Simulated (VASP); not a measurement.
The system is MgO.

```xyz
2
Lattice="0.0000 2.2820 2.2820 2.2820 0.0000 2.2820 2.2820 2.2820 0.0000" Properties=species:S:1:pos:R:3 pbc="T T T"
Mg    0.0000    0.0000    0.0000
O     1.1410    1.1410    1.1410
```

Base run:

| Property | Result |
| --- | --- |
| Program | VASP 6.6.1 |
| Functional | r2SCAN |
| Potentials or basis | VASP PAW PBE potentials, release 64 (Mg, O) |
| Cutoff | 660 eV |
| k mesh | 6 × 6 × 6 |
| Occupations | gaussian, width 0.01 eV |
| Spin | no spin polarisation |

Its results: band gap on the k mesh 4.33 eV, direct; pressure -0.8 GPa.

Question: The run is repeated on the same cell with these changes: functional from r2SCAN to HSE06; cutoff from 660 eV to 520 eV. What comes out?

Answer: Band gap on the k mesh 5.24 eV, direct; pressure -0.1 GPa.

HSE06 gives the wider gap, since exact exchange removes part of the self-interaction.

Caveats: the PAW data sets were made with another functional, which shifts forces and pressure a little.

